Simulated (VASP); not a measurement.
BN: single point with r2SCAN

Crystal: BN.

```
CELL_PARAMETERS angstrom
2.50098 0.00000 0.00000
-1.25049 2.16591 0.00000
0.00000 0.00000 6.59920
ATOMIC_POSITIONS crystal
B 0.33333 0.66667 0.25000
B 0.66667 0.33333 0.75000
N 0.33333 0.66667 0.75000
N 0.66667 0.33333 0.25000
```

This cell differs from its parent crystal: strain -0.0400 x Voigt [0, 0, 1, 0, 0, 0].

| Property | Result |
| --- | --- |
| Program | VASP 6.6.1 |
| Task | single point |
| Functional | r2SCAN |
| Potentials or basis | VASP PAW PBE potentials, release 64 (B, N) |
| Cutoff | 520 eV |
| k mesh | 12 × 12 × 4 |
| Occupations | gaussian, width 0.05 eV |
| Spin | no spin polarisation |

- Pressure: 0.8 GPa
- Band gap on the k mesh: 4.87 eV, indirect (least direct gap 5.29 eV)

Stress tensor (GPa, compression positive):
```
0.73 0.00 0.00
0.00 0.73 0.00
0.00 0.00 0.87
```

Levels at points of the mesh, in eV from the valence-band top:
| k point | band 5 | band 6 | band 7 | band 8 | band 9 | band 10 | band 11 | band 12 |
| --- | --- | --- | --- | --- | --- | --- | --- | --- |
| (0.00, 0.00, 0.00) | -1.35 | -1.35 | -1.31 | -1.31 | 5.68 | 11.18 | 12.32 | 12.32 |
| (0.50, 0.00, 0.00) | -4.30 | -4.23 | -1.47 | -0.42 | 4.87 | 6.37 | 10.25 | 10.70 |
| (0.00, 0.00, 0.50) | -1.33 | -1.33 | -1.33 | -1.33 | 8.22 | 8.22 | 12.39 | 12.39 |
| (0.50, 0.00, 0.50) | -4.26 | -4.26 | -0.92 | -0.92 | 5.35 | 5.35 | 10.68 | 10.68 |

Wall time 3.3 min on 1 thread of AMD EPYC 7R43 64-Core Processor (Zen 3) (shared host), peak memory 0.13 GiB.

Caveat: the cell differs from its parent crystal (strain -0.0400 x Voigt [0, 0, 1, 0, 0, 0]); the PAW data sets were made with another functional, which shifts forces and pressure a little. A k mesh can miss the band edges.
